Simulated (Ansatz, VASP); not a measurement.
## Two plane-wave programs on Ge

```
Ge
1.0
     4.18435    0.00000    0.00000
    -2.09218    3.31166    0.00000
     0.00000    0.00000   13.14505
Ge
8
Direct
  0.00000 0.00000 0.40681
  0.00000 0.00000 0.59319
  0.00000 0.00000 0.90681
  0.00000 0.00000 0.09319
  0.33333 0.66667 0.34414
  0.66667 0.33333 0.65586
  0.66667 0.33333 0.84414
  0.33333 0.66667 0.15586
```

Change from the starting cell: strain +0.0450 x Voigt [1, -1, 0, 0, 0, 0], atoms carried along.

Alike in both runs: task single point; functional PBEsol; k mesh 12 × 12 × 4; occupations gaussian, width 0.15 eV; no spin polarisation.

```csv
,VASP,Ansatz
version,VASP 6.6.1,Ansatz 0.2.0
potentials or method,"VASP PAW PBE potentials, release 64 (Ge_d), cutoff 520 eV","scalar-relativistic, plane waves, PAW"
valence electrons in the cell,112,112
```

|  | VASP | Ansatz | Ansatz less VASP |
| --- | --- | --- | --- |
| gap on the k mesh at the Fermi level (eV) | none | none | - |
| pressure (GPa) | 0.5 | 0.6 | +0.10 |
| traceless stress, the component that is largest in VASP (GPa) | 6.39 | 6.40 | +0.008 |
| rms of the force components (eV/Å) | 0.450 | 0.453 | +0.0030 |

VASP's potentials were made for PBE, not for PBEsol. Atom by atom the forces differ by 0.003 eV/Å (rms over components). A gap of «none» marks a metal or a gap that the smearing closes.
